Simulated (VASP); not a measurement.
Wanted: the native input for a VASP 6.6.1 run.

```yaml
Task: relaxation of cell and atoms
Functional: PBE
Potentials_or_basis: VASP PAW PBE potentials, release 64 (Mg, B)
Cutoff: 600 eV
k_mesh: 8 × 8 × 8
Occupations: gaussian, width 0.1 eV
Spin: no spin polarisation
Dipole_correction: no
Further_INCAR_settings: ALGO = Normal; EDIFF = 1e-06; IBRION = 2; EDIFFG = -0.01; NSW = 100; ISIF = 3
```

The structure of MgB lies in POSCAR:

```
MgB
1.0
    4.7200809086      0.0000000000      0.0000000000
    0.0000000000      4.7200809086      0.0000000000
    0.0000000000      0.0000000000      4.7200809086
Mg B
4 4
Direct
    0.1588943101      0.1588943101      0.1588943101
    0.3411056899      0.8411056899      0.6588943101
    0.6588943101      0.3411056899      0.8411056899
    0.8411056899      0.6588943101      0.3411056899
    0.8464724756      0.8464724756      0.8464724756
    0.6535275244      0.1535275244      0.3464724756
    0.3464724756      0.6535275244      0.1535275244
    0.1535275244      0.3464724756      0.6535275244
```

One way to write it, as run:

INCAR

```
  PREC = Accurate
  ENCUT = 600
  EDIFF = 1E-6
  ISMEAR = 0
  SIGMA = 0.1
  LREAL = F
  LASPH = T
  NELM = 80
  ALGO = Normal
  ISIF = 3
  LWAVE = F
  LCHARG = F
  GGA = PE
  IBRION = 2
  NSW = 100
  EDIFFG = -0.01
```

KPOINTS

```
regular mesh
0
Gamma
  8 8 8
```

Potentials or basis: VASP PAW PBE potentials, release 64 (Mg, B).

Command:

```sh
$ cat potpaw_PBE.64/Mg/POTCAR potpaw_PBE.64/B/POTCAR > POTCAR
$ mpirun -np 1 vasp_std > vasp.out
```

Results of the run:

| Item | Value |
| --- | --- |
| Relaxed volume | 13.12 Å³/atom |
| Relaxed cell | a = 4.717 Å, b = 4.717 Å, c = 4.717 Å, α = 90.00°, β = 90.00°, γ = 90.00° |
| Space group after relaxing (to 0.1 Å) | P2_13 (No. 198) |
| Energy gained by relaxing | 0.0 meV/atom |
| Ionic steps | 2 |
| Pressure after relaxing | 0.0 GPa |
| Largest force after relaxing | 0.006 eV/Å |
| Band gap on the k mesh | zero (bands 10 and 11 overlap by 2.75 eV) |

It took 120 s on 1 thread of Intel Xeon 8259CL, on a shared host, peak memory 0.3 GiB.
